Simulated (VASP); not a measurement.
Set up this calculation in VASP 6.6.1, as the native input.

```
Task                   : single point
Functional             : PBEsol
Potentials or basis    : VASP PAW PBE potentials, release 64 (Mo_sv)
Cutoff                 : 520 eV
k mesh                 : 24 × 24 × 24
Occupations            : fermi-dirac, width 0.1 eV
Spin                   : no spin polarisation
Dipole correction      : no
Further INCAR settings : ALGO = Normal; EDIFF = 1e-06; NBANDS = 13
```

The structure of Mo lies in POSCAR:

```
Mo
1.0
   -1.5398611302      1.5398611302      1.5398611302
    1.5398611302     -1.5398611302      1.5398611302
    1.5398611302      1.5398611302     -1.5398611302
Mo
1
Direct
    0.0000000000      0.0000000000      0.0000000000
```

These files were run (other wordings do the same):

INCAR

```
SYSTEM = Mo
PREC     = Accurate       ! precision mode
ENCUT    = 520            ! plane-wave cutoff, eV
EDIFF    = 1E-6           ! SCF threshold, eV
ISMEAR   = -1             ! smearing method
SIGMA    = 0.1            ! smearing width, eV
LREAL    = .False.        ! projectors in reciprocal space
LASPH    = .True.         ! aspherical terms in the spheres
NELM     = 100            ! most SCF steps
ALGO     = Normal         ! electronic algorithm
ISIF     = 2              ! what is computed and relaxed
LWAVE    = .False.        ! write WAVECAR
LCHARG   = .False.        ! write CHGCAR
GGA      = PS             ! functional
NBANDS   = 13             ! bands
```

KPOINTS

```
regular mesh
0
Gamma
  24 24 24
  0 0 0
```

Potentials or basis: VASP PAW PBE potentials, release 64 (Mo_sv).

Command:

```console
$ cat potpaw_PBE.64/Mo_sv/POTCAR > POTCAR
$ mpirun -np 1 vasp_std > vasp.out
```

It gave:

- Pressure: 15.7 GPa
- Band gap on the k mesh: zero (band 7 reaches 18.00 eV, above the bottom of band 8 at 12.08 eV)

Caveat: the PAW data sets were made with another functional, which shifts forces and pressure a little.

It took 31 s on 1 thread of Intel(R) Xeon(R) Platinum 8488C (Sapphire Rapids), with other jobs on the host, peak memory 0.18 GiB.
